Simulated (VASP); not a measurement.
Runs of VASP 6.6.1 on ZrN. The structure is that of space group Fm-3m (No. 225), or close to it. The cells are those of the table. 

```csv
cell,gap on the mesh (eV),pressure (GPa)
"a = 3.186 Å, angles 60.0°, 2 atoms",none,(a)
"a = 3.285 Å, angles 60.0°, 2 atoms",none,-14.2
"a = 3.316 Å, angles 60.0°, 2 atoms",none,(b)
"a = 3.220 Å, angles 60.0°, 2 atoms",none,0.0
"a = 3.253 Å, angles 60.0°, 2 atoms",none,-7.6
```

Alike in all rows: task single point; level PBEsol; potentials or basis VASP PAW PBE potentials, release 64 (Zr_sv, N); no spin polarisation; k mesh 9 × 9 × 9; cutoff (eV) 600; smearing gaussian 0.1 eV.

Task: Estimate the missing entries.

Result: (a) 9.1; (b) -19.7.

Caveats: the PAW data sets were made with another functional, which shifts forces and pressure a little.

A k mesh can miss the band edges, and the runs leave out spin-orbit coupling on Zr.

A gap of «none» marks levels without a gap at the run's occupations.
